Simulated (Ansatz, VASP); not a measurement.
Two plane-wave programs on P2S

```
P S
1.0
     3.32941    0.00000    0.00000
     0.00000    3.32941    0.00000
     0.00000    0.00000    9.19914
P S
4 2
Direct
  0.00000 0.50000 0.30307
  0.00000 0.50000 0.80307
  0.50000 0.00000 0.69693
  0.50000 0.00000 0.19693
  0.00000 0.00000 0.00000
  0.50000 0.50000 0.50000
```

Change from the starting cell: species swapped into the ZrO2 type (P4_2/nmc, No. 137).

Alike in both runs: functional PBE; k mesh 12 × 12 × 4; occupations gaussian, width 0.1 eV; no spin polarisation.

Ansatz relaxed the structure, and its values are those at the end. VASP's run is a single point on that final structure, the one shown.

```csv
,VASP,Ansatz
version,VASP 6.6.1,Ansatz 0.2.0
potentials or method,"VASP PAW PBE potentials, release 64 (P, S), cutoff 520 eV","scalar-relativistic, plane waves, PAW"
valence electrons in the cell,32,32
```

VASP gave:

```
gap on the k mesh at the Fermi level (eV) : none
pressure (GPa)                            : -0.1
```

Question: What did Ansatz give for the same quantities?

Answer: gap on the k mesh at the Fermi level (eV): none; pressure (GPa): 0.0.

A gap of «none» marks a metal or a gap that the smearing closes.
